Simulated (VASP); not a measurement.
# GdO (F-43m) in VASP: notebook

Aim: see how the results for GdO move with the level of theory and the settings. Levels: PBEsol+U, PBE+U, PBE. Tasks: single point, vibrations by perturbation theory.

Program: VASP 6.6.1. These are calculated values, not measurements. Logs are shortened: lines on timing, memory, paths and dates and some standing lists are left out, and cuts for length are marked.

## (1) The cell of the first run

Symmetry: F-43m, No. 216, cubic system. The conventional cell has a = 5.400 Å, b = 5.400 Å, c = 5.400 Å, α = 90.00°, β = 90.00°, γ = 90.00°. Gd (site symmetry -43m) has 4 O at 2.34 Å within 3.1 Å. Within 3.1 Å of O (site symmetry -43m) lie 4 Gd at 2.34 Å.

## (2) Single point, PBEsol+U, collinear spin, ferromagnetic start

INCAR

```
PREC     = Accurate       # precision mode
ENCUT    = 520            # plane-wave cutoff, eV
EDIFF    = 1E-7           # SCF threshold, eV
ISMEAR   = 0              # smearing method
SIGMA    = 0.05           # smearing width, eV
LREAL    = False          # projectors in reciprocal space
LASPH    = True           # aspherical terms in the spheres
NELM     = 150            # most SCF steps
ALGO     = Normal         # electronic algorithm
ISIF     = 2              # what is computed and relaxed
LWAVE    = False          # write WAVECAR
LCHARG   = True           # write CHGCAR
ISPIN    = 2              # spin polarisation
MAGMOM   = -2.09 0        # initial moments
LORBIT   = 11             # projections on sites
LMAXMIX  = 6              # l up to which the mixer works
LDAU     = True           # DFT+U
LDAUTYPE = 2            
LDAUL    = 3 -1           # shell
LDAUU    = 5 0            # U, eV
LDAUJ    = 0 0          
LDAUPRINT= 1            
GGA      = PS             # functional
LELF     = True           # ELF
LVHAR    = True         
NBANDS   = 23             # bands
```

KPOINTS

```
Automatic mesh
0
Gamma
  6 6 6
```

POSCAR

```
GdO
1.0
    0.0000000000      2.7000000000      2.7000000000
    2.7000000000      0.0000000000      2.7000000000
    2.7000000000      2.7000000000      0.0000000000
Gd O
1 1
Direct
    0.0000000000      0.0000000000      0.0000000000
    0.2500000000      0.2500000000      0.2500000000
```

Potentials or basis: VASP PAW PBE potentials, release 64 (Gd, O).

Command:

```
$ cat potpaw_PBE.64/Gd/POTCAR potpaw_PBE.64/O/POTCAR > POTCAR
$ mpirun -np 1 vasp_std > vasp.out
```

OUTCAR:

```text
PREC = Accurate
   ENCUT = 520
   EDIFF = 1E-7
   ISMEAR = 0
   LREAL = False
   LASPH = True
   NELM = 150
   ISIF = 2
   ISPIN = 2
   LORBIT = 11
   GGA = PS

 ion  position               nearest neighbor table
   1  0.000  0.000  0.000-   2 2.34   2 2.34   2 2.34   2 2.34
   2  0.250  0.250  0.250-   1 2.34   1 2.34   1 2.34   1 2.34

  LATTYP: Found a face centered cubic cell.
 ALAT       =     5.4000000000

  Lattice vectors:

 A1 = (   0.0000000000,   2.7000000000,   2.7000000000)
 A2 = (   2.7000000000,   0.0000000000,   2.7000000000)
 A3 = (   2.7000000000,   2.7000000000,   0.0000000000)

Analysis of symmetry for initial positions (statically):
=====================================================================
 Subroutine PRICEL returns:
 Original cell was already a primitive cell.

 Routine SETGRP: Setting up the symmetry group for a
 face centered cubic supercell.

 Subroutine GETGRP returns: Found 24 space group operations
 (whereof 24 operations were pure point group operations)
 out of a pool of 48 trial point group operations.

The static configuration has the point symmetry T_d .

Analysis of symmetry for dynamics (positions and initial velocities):
=====================================================================
 Subroutine PRICEL returns:
 Original cell was already a primitive cell.

 Routine SETGRP: Setting up the symmetry group for a
 face centered cubic supercell.

 Subroutine GETGRP returns: Found 24 space group operations
 (whereof 24 operations were pure point group operations)
 out of a pool of 48 trial point group operations.

The dynamic configuration has the point symmetry T_d .

Analysis of structural, dynamic, and magnetic symmetry:
=====================================================================
 Subroutine PRICEL returns:
 Original cell was already a primitive cell.

 Routine SETGRP: Setting up the symmetry group for a
 face centered cubic supercell.

 Subroutine GETGRP returns: Found 24 space group operations
 (whereof 24 operations were pure point group operations)
 out of a pool of 48 trial point group operations.

The overall configuration has the point symmetry T_d .

 Subroutine INISYM returns: Found 24 space group operations
 (whereof 24 operations are pure point group operations),
 and found     1 'primitive' translations

----------------------------------------------------------------------------------------

                                     Primitive cell

  volume of cell :      39.3660

  direct lattice vectors                    reciprocal lattice vectors
     0.000000000  2.700000000  2.700000000    -0.185185185  0.185185185  0.185185185
     2.700000000  0.000000000  2.700000000     0.185185185 -0.185185185  0.185185185
     2.700000000  2.700000000  0.000000000     0.185185185  0.185185185 -0.185185185

  length of vectors
     3.818376618  3.818376618  3.818376618     0.320750150  0.320750150  0.320750150
[... 113 lines left out ...]

atom =   1  type =  1  l = 3

 onsite density matrix

spin component  1

  0.0037 -0.0000 -0.0001 -0.0000 -0.0000 -0.0000  0.0000
 -0.0000  0.0132  0.0000  0.0000  0.0000 -0.0000  0.0000
 -0.0001  0.0000  0.0038  0.0000  0.0000  0.0000 -0.0000
 -0.0000  0.0000  0.0000  0.0036  0.0000  0.0000 -0.0000
 -0.0000  0.0000  0.0000  0.0000  0.0038 -0.0000  0.0001
 -0.0000 -0.0000  0.0000  0.0000 -0.0000  0.0039  0.0000
  0.0000  0.0000 -0.0000 -0.0000  0.0001  0.0000  0.0037

spin component  2

  0.9913 -0.0000 -0.0002  0.0000 -0.0000  0.0000  0.0000
 -0.0000  0.9974  0.0000  0.0000 -0.0000 -0.0000  0.0000
 -0.0002  0.0000  0.9914 -0.0000  0.0000  0.0000 -0.0000
  0.0000  0.0000 -0.0000  0.9912  0.0000 -0.0000 -0.0000
 -0.0000 -0.0000  0.0000  0.0000  0.9914 -0.0000  0.0002
  0.0000 -0.0000  0.0000 -0.0000 -0.0000  0.9915 -0.0000
  0.0000  0.0000 -0.0000 -0.0000  0.0002 -0.0000  0.9913

 occupancies and eigenvectors

  o =  0.0036  v = -0.0000  0.0000 -0.0000 -1.0000  0.0004  0.0000 -0.0006  0.0000  0.0000  0.0000  0.0000  0.0000  0.0000  0.0000      0.0000  0.0000  0.0000  0.0000  0.0000  0.0000  0.0000  0.0000  0.0000  0.0000  0.0000  0.0000  0.0000  0.0000
  o =  0.0036  v =  0.7906  0.0000  0.6124 -0.0000  0.0021  0.0000 -0.0027  0.0000  0.0000  0.0000  0.0000  0.0000  0.0000  0.0000      0.0000  0.0000  0.0000  0.0000  0.0000  0.0000  0.0000  0.0000  0.0000  0.0000  0.0000  0.0000  0.0000  0.0000
  o =  0.0036  v =  0.0027 -0.0000  0.0021 -0.0007 -0.6124 -0.0000  0.7906  0.0000  0.0000  0.0000  0.0000  0.0000  0.0000  0.0000      0.0000  0.0000  0.0000  0.0000  0.0000  0.0000  0.0000  0.0000  0.0000  0.0000  0.0000  0.0000  0.0000  0.0000
  o =  0.0039  v = -0.6124  0.0000  0.7906  0.0000  0.0010 -0.0001  0.0008  0.0000  0.0000  0.0000  0.0000  0.0000  0.0000  0.0000      0.0000  0.0000  0.0000  0.0000  0.0000  0.0000  0.0000  0.0000  0.0000  0.0000  0.0000  0.0000  0.0000  0.0000
  o =  0.0039  v = -0.0008  0.0000  0.0010 -0.0000 -0.7906 -0.0000 -0.6124  0.0000  0.0000  0.0000  0.0000  0.0000  0.0000  0.0000      0.0000  0.0000  0.0000  0.0000  0.0000  0.0000  0.0000  0.0000  0.0000  0.0000  0.0000  0.0000  0.0000  0.0000
  o =  0.0039  v = -0.0000  0.0000  0.0001  0.0000 -0.0000  1.0000 -0.0000  0.0000  0.0000  0.0000  0.0000  0.0000  0.0000  0.0000      0.0000  0.0000  0.0000  0.0000  0.0000  0.0000  0.0000  0.0000  0.0000  0.0000  0.0000  0.0000  0.0000  0.0000
  o =  0.0132  v = -0.0000  1.0000 -0.0000  0.0000  0.0000 -0.0000  0.0000  0.0000  0.0000  0.0000  0.0000  0.0000  0.0000  0.0000      0.0000  0.0000  0.0000  0.0000  0.0000  0.0000  0.0000  0.0000  0.0000  0.0000  0.0000  0.0000  0.0000  0.0000
  o =  0.9912  v =  0.0000  0.0000  0.0000  0.0000  0.0000  0.0000  0.0000  0.0000  0.0000  0.0000  0.9766  0.1316  0.0000 -0.1699      0.0000  0.0000  0.0000  0.0000  0.0000  0.0000  0.0000  0.0000  0.0000  0.0000  0.0000  0.0000  0.0000  0.0000
  o =  0.9912  v =  0.0000  0.0000  0.0000  0.0000  0.0000  0.0000  0.0000  0.7906 -0.0000  0.6124 -0.0007  0.0017 -0.0000 -0.0022      0.0000  0.0000  0.0000  0.0000  0.0000  0.0000  0.0000  0.0000  0.0000  0.0000  0.0000  0.0000  0.0000  0.0000
  o =  0.9912  v =  0.0000  0.0000  0.0000  0.0000  0.0000  0.0000  0.0000  0.0022 -0.0000  0.0017  0.2150 -0.5981  0.0000  0.7721      0.0000  0.0000  0.0000  0.0000  0.0000  0.0000  0.0000  0.0000  0.0000  0.0000  0.0000  0.0000  0.0000  0.0000
  o =  0.9915  v =  0.0000  0.0000  0.0000  0.0000  0.0000  0.0000  0.0000  0.0000 -0.0000 -0.0000 -0.0000 -0.0697  0.9961 -0.0540      0.0000  0.0000  0.0000  0.0000  0.0000  0.0000  0.0000  0.0000  0.0000  0.0000  0.0000  0.0000  0.0000  0.0000
  o =  0.9915  v =  0.0000  0.0000  0.0000  0.0000  0.0000  0.0000  0.0000  0.0005  0.0000 -0.0007 -0.0000 -0.7875 -0.0882 -0.6100      0.0000  0.0000  0.0000  0.0000  0.0000  0.0000  0.0000  0.0000  0.0000  0.0000  0.0000  0.0000  0.0000  0.0000
  o =  0.9915  v =  0.0000  0.0000  0.0000  0.0000  0.0000  0.0000  0.0000  0.6124  0.0000 -0.7906  0.0000  0.0007  0.0000  0.0005      0.0000  0.0000  0.0000  0.0000  0.0000  0.0000  0.0000  0.0000  0.0000  0.0000  0.0000  0.0000  0.0000  0.0000
  o =  0.9974  v =  0.0000  0.0000  0.0000  0.0000  0.0000  0.0000  0.0000  0.0000 -1.0000 -0.0000  0.0000  0.0000 -0.0000 -0.0000      0.0000  0.0000  0.0000  0.0000  0.0000  0.0000  0.0000  0.0000  0.0000  0.0000  0.0000  0.0000  0.0000  0.0000

 number of electron      23.9999990 magnetization      -7.8830091

 Free energy of the ion-electron system (eV)
  ---------------------------------------------------
  ext. energy  EPLUGINS =         0.00000000
  ---------------------------------------------------
  free energy    TOTEN  =       -22.35471077 eV

  energy without entropy =      -22.35220203  energy(sigma->0) =      -22.35345640

 E-fermi :   3.9062     XC(G=0): -10.2892

 val. band max:        3.8970675378   @ k =   0.1667   0.1667   0.0000
 cond. band min:       4.0288985595   @ k =   0.5000   0.0000   0.0000
 fundamental gap:      0.1318310217
 Fermi energy:         3.9062306121

 spin component 1

 k-point     1 :       0.0000    0.0000    0.0000
  band No.  band energies     occupation
      1     -38.7060      1.00000
      2     -16.7493      1.00000
      3     -16.7493      1.00000
      4     -16.7493      1.00000
      5     -15.2810      1.00000
      6      -1.5545      1.00000
[... 405 lines left out ...]
     22      13.2832      0.00000
     23      14.7645      0.00000
 Fermi energy:         3.9062306121

 spin component 2

 k-point     1 :       0.0000    0.0000    0.0000
  band No.  band energies     occupation
      1     -41.9500      1.00000
      2     -19.1488      1.00000
      3     -19.1488      1.00000
      4     -19.1488      1.00000
      5     -15.3905      1.00000
      6      -4.0382      1.00000
[... 405 lines left out ...]
     22      11.7481      0.00000
     23      13.4563      0.00000

------------------------ aborting loop because EDIFF is reached ----------------------------------------

  FORCE on cell =-STRESS in cart. coord.  units (eV):
  Direction    XX          YY          ZZ          XY          YZ          ZX
  --------------------------------------------------------------------------------------
  -------------------------------------------------------------------------------------
  Total       -0.9543811     -0.9543811     -0.9543811     -0.0000000     -0.0000000      0.0000000
  in kB      -38.8428534    -38.8428534    -38.8428534     -0.0000000     -0.0000000      0.0000000
  external PRESSURE =     -38.8428534 kB  Pullay stress =       0.0000000 kB

 VOLUME and BASIS-vectors are now :
 -----------------------------------------------------------------------------
  energy-cutoff  :      520.00
  volume of cell :       39.37
      direct lattice vectors                 reciprocal lattice vectors
     0.000000000  2.700000000  2.700000000    -0.185185185  0.185185185  0.185185185
     2.700000000  0.000000000  2.700000000     0.185185185 -0.185185185  0.185185185
     2.700000000  2.700000000  0.000000000     0.185185185  0.185185185 -0.185185185

 POSITION                                       TOTAL-FORCE (eV/Angst)
 -----------------------------------------------------------------------------------
      0.00000      0.00000      0.00000         0.000000      0.000000      0.000000
      1.35000      1.35000      1.35000        -0.000000     -0.000000     -0.000000
 -----------------------------------------------------------------------------------
    total drift:                                0.000000      0.000000      0.000000

  FREE ENERGIE OF THE ION-ELECTRON SYSTEM (eV)
  ---------------------------------------------------
  free  energy   TOTEN  =       -22.3547107710 eV

  energy  without entropy=      -22.3522020292  energy(sigma->0) =      -22.35345640

 total charge

# of ion       s       p       d       f       tot
--------------------------------------------------
    1        2.033   5.622   0.513   6.974  15.142
    2        1.564   3.414   0.000   0.000   4.978
--------------------------------------------------
tot          3.597   9.036   0.513   6.974  20.120

 magnetization (x)

# of ion       s       p       d       f       tot
--------------------------------------------------
    1       -0.006   0.048  -0.205  -6.905  -7.068
    2       -0.003   0.010   0.000   0.000   0.006
--------------------------------------------------
tot         -0.009   0.058  -0.205  -6.905  -7.062
```

It took 47 s on 1 thread of Intel Xeon Platinum 8488C (Sapphire Rapids), shared host; peak memory 0.19 GiB.

Results:

* Free energy: -22.3547 eV
* Pressure: -3.9 GPa
* Net moment: -7.88 μB per cell
* Site moments: Gd -7.07; O +0.01 μB
* Valence electrons inside the program's atomic spheres: Gd 15.14; O 4.98

Eigenvalues of the final occupation matrices:
| site | spin | trace | eigenvalues |
| --- | --- | --- | --- |
| site 1 f | 1 | 0.04 | 0.00 0.00 0.00 0.00 0.00 0.00 0.01 |
| site 1 f | 2 | 6.95 | 0.99 0.99 0.99 0.99 0.99 0.99 1.00 |

Caveat: the cell stands under tension; the PAW data sets were made with another functional, which shifts forces and pressure a little; spin-orbit coupling is left out, which moves the levels of the heavy elements; a cell with one magnetic atom can't hold antiferromagnetic order, which such compounds often take. The state reached can hang on the start; a lower one may exist.

## (3) Single point, PBE+U, non-collinear spin, typed start

INCAR

```
PREC = Accurate
ENCUT = 520
EDIFF = 1E-7
ISMEAR = 0
SIGMA = 0.05
LREAL = False
LASPH = True
NELM = 150
ALGO = Normal
ISIF = 2
LWAVE = False
LCHARG = False
LNONCOLLINEAR = True
MAGMOM = -0.675 -0.677 -0.257 0 0 0
LORBIT = 11
LMAXMIX = 6
LDAU = True
LDAUTYPE = 2
LDAUL = 3 -1
LDAUU = 7 0
LDAUJ = 0 0
LDAUPRINT = 1
GGA = PE
NBANDS = 36
```

KPOINTS

```
regular mesh
0
Gamma
  6 6 6
```

POSCAR is that of step 2.

Potentials or basis: VASP PAW PBE potentials, release 64 (Gd, O).

Command:

```
$ cat potpaw_PBE.64/Gd/POTCAR potpaw_PBE.64/O/POTCAR > POTCAR
$ mpirun -np 1 vasp_ncl > vasp.out
```

It took 21 min on 1 thread of Intel Xeon Platinum 8488C (Sapphire Rapids), shared host; peak memory 0.61 GiB.

It converged, with:

- Free energy: -21.6537 eV
- Pressure: 0.0 GPa
- Band gap on the k mesh: zero (bands 24 and 25 overlap by 1.09 eV)
- Net moment: 7.92 μB per cell
- Valence electrons inside the program's atomic spheres: Gd 15.16; O 5.00

Levels at points of the mesh, in eV from the Fermi level:
| k point | band 21 | band 22 | band 23 | band 24 | band 25 | band 26 | band 27 | band 28 |
| --- | --- | --- | --- | --- | --- | --- | --- | --- |
| (0.00, 0.00, 0.00) | -5.39 | -5.39 | -5.39 | -2.38 | -0.99 | 2.52 | 2.52 | 3.23 |
| (0.50, 0.00, 0.00) | -4.99 | -4.99 | -4.97 | 0.10 | 1.54 | 2.39 | 2.39 | 2.78 |
| (0.00, 0.50, 0.00) | -4.99 | -4.99 | -4.97 | 0.10 | 1.54 | 2.39 | 2.39 | 2.78 |
| (0.00, 0.00, 0.50) | -4.99 | -4.99 | -4.97 | 0.10 | 1.54 | 2.39 | 2.39 | 2.78 |
| (0.50, 0.50, 0.50) | -4.99 | -4.99 | -4.97 | 0.10 | 1.54 | 2.39 | 2.39 | 2.78 |
| (0.50, 0.50, 0.00) | -4.41 | -4.29 | -4.29 | -0.96 | 1.00 | 1.01 | 1.53 | 3.33 |
| (0.00, 0.50, 0.50) | -4.41 | -4.29 | -4.29 | -0.96 | 1.00 | 1.01 | 1.53 | 3.33 |
| (0.50, 0.00, 0.50) | -4.41 | -4.29 | -4.29 | -0.96 | 1.00 | 1.01 | 1.53 | 3.33 |

Moments on the atoms (μB; x, y, z):
```
Gd  -4.80 -4.86 -1.84
O    0.00  0.00  0.00
```

Caveat: spin-orbit coupling is left out, which moves the levels of the heavy elements; a cell with one magnetic atom can't hold antiferromagnetic order, which such compounds often take. The state reached can hang on the start; a lower one may exist.

(Continued in part 2 of 2.)
